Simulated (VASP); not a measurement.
A run of VASP 6.6.1 is set up as follows.

INCAR

```
SYSTEM = GaAs
PREC = Accurate
ENCUT = 520
EDIFF = 1E-8
ISMEAR = -1
SIGMA = 0.05
LREAL = .FALSE.
LASPH = .TRUE.
NELM = 80
ALGO = Normal
ISIF = 2
LWAVE = .FALSE.
LCHARG = .FALSE.
GGA = CA
LEFG = .TRUE.
NBANDS = 16
```

Contents of KPOINTS:

```
regular mesh
0
G
  11 11 11
  0 0 0
```

The input POSCAR:

```
GaAs
1.0
    0.0000000000      2.7696338872      2.7696338872
    2.7696338872      0.0000000000      2.7696338872
    2.7696338872      2.7696338872      0.0000000000
Ga As
1 1
Direct
    0.0000000000      0.0000000000      0.0000000000
    0.7500000000      0.7500000000      0.7500000000
```

Potentials or basis: VASP PAW LDA potentials, release 64 (Ga_d, As).

The run is started by

```bash
$ cat potpaw_LDA.64/Ga_d/POTCAR potpaw_LDA.64/As/POTCAR > POTCAR
$ mpirun -np 1 vasp_std > vasp.out
```

Task: What does it give for the pressure?

Result: 3.1 GPa.

Task: Predict the band gap on the k mesh.

Result: 0.80 eV, direct.

Caveat: without QUAD_EFG the Cq values of the log hold for a quadrupole moment of 1 mb, not for the nuclei. A k mesh can miss the band edges.
